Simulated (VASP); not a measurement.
A run of VASP 6.6.1:

The input INCAR:

```
SYSTEM = WC
ALGO = Normal
EDIFF = 1E-6
ENCUT = 520
GGA = RE
ISIF = 2
ISMEAR = -1
IVDW = 12
LASPH = .TRUE.
LCHARG = .TRUE.
LELF = .TRUE.
LREAL = .FALSE.
LVHAR = .TRUE.
LWAVE = .FALSE.
NBANDS = 16
NELM = 100
PREC = Accurate
SIGMA = 0.05
```

KPOINTS

```
k-points
0
G
  10 10 9
  0 0 0
```

The input POSCAR:

```
WC
1.0
    2.8934658500      0.0000000000      0.0000000000
   -1.4467329250      2.5058149311      0.0000000000
    0.0000000000      0.0000000000      2.8262184488
W C
1 1
Direct
    0.0000000000      0.0000000000      0.0000000000
    0.6666666667      0.3333333333      0.5000000000
```

Potentials or basis: VASP PAW PBE potentials, release 64 (W_sv, C).

Launch:

```sh
$ cat potpaw_PBE.64/W_sv/POTCAR potpaw_PBE.64/C/POTCAR > POTCAR
$ mpirun -np 1 vasp_std > vasp.out
```

Hardware: 1 thread of Intel(R) Xeon(R) 6975P-C (Granite Rapids) (shared host).

**Question.** Estimate the wall time of this run.

**Answer.** It took 7.8 s on 1 thread of Intel(R) Xeon(R) 6975P-C (Granite Rapids), on a shared host, peak memory 0.17 GiB. Counts: scf iterations 13, k points 70.
